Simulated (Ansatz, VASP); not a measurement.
## Na2S in VASP and in Ansatz

```xyz
3
Lattice="0.0000 3.2840 3.2840 3.2840 0.0000 3.2840 3.2840 3.2840 0.0000" Properties=species:S:1:pos:R:3 pbc="T T T"
Na    1.6420    1.6420    1.6420
Na    4.9260    4.9260    4.9260
S     0.0000    0.0000    0.0000
```

Alike in both runs: functional PBE; k mesh 8 × 8 × 8; occupations fermi-dirac, width 0.02 eV; no spin polarisation.

Ansatz relaxed the structure, and its values are those at the end. VASP's run is a single point on that final structure, the one shown.

|  | VASP | Ansatz |
| --- | --- | --- |
| version | VASP 6.6.1 | Ansatz 0.2.0 |
| potentials or method | VASP PAW PBE potentials, release 64 (Na_pv, S), cutoff 500 eV | PAW plane waves |
| valence electrons in the cell | 20 | 24 |

|  | VASP | Ansatz | Ansatz less VASP |
| --- | --- | --- | --- |
| gap on the k mesh at the Fermi level (eV) | 2.45 | 2.45 | +0.002 |
| pressure (GPa) | 0.0 | 0.0 | 0.00 |

VASP's potentials hold 20 valence electrons a cell and Ansatz's 24, so a difference there can come from the potentials and not from the codes.
